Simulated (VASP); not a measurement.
The system is Tl.

```
Tl
1.0
     3.55405    0.00000    0.00000
    -1.77703    3.07790    0.00000
     0.00000    0.00000    5.75756
Tl
2
Direct
  0.33333 0.66667 0.25000
  0.66667 0.33333 0.75000
```

```yaml
Program: VASP 6.6.1
Task: relaxation of cell and atoms
Functional: PBE
Potentials_or_basis: VASP PAW PBE potentials, release 64 (Tl_d)
Cutoff: 600 eV
k_mesh: 13 × 13 × 7
Occupations: fermi-dirac, width 0.05 eV
Spin: no spin polarisation
```

At the start: pressure -0.1 GPa; volume 31.49 Å³/atom.

Problem. How do energy, volume and symmetry change on relaxing?

Solution. Over 7 steps the energy falls by 5.1 meV/atom and the volume is 31.48 Å³/atom (-0.1 %); space group P6_3/mmc (No. 194, to 0.05 Å).

Step by step:
```
step  energy change (eV)  largest force (eV/Å)  pressure (GPa)  volume (Å³)
   1              0.0000                0.0000           -0.12        62.98
   2             -0.0032                0.0000            0.00        62.76
   3             -0.0090                0.0000            0.38        62.08
   4             -0.0101                0.0000            0.00        62.97
   5             -0.0102                0.0000            0.05        62.88
   6             -0.0102                0.0000            0.02        62.91
   7             -0.0102                0.0000           -0.01        62.95
```

Final structure:
```
Tl
1.0
     3.61610    0.00000    0.00000
    -1.80805    3.13163    0.00000
     0.00000    0.00000    5.55885
Tl
2
Direct
  0.33333 0.66667 0.25000
  0.66667 0.33333 0.75000
```
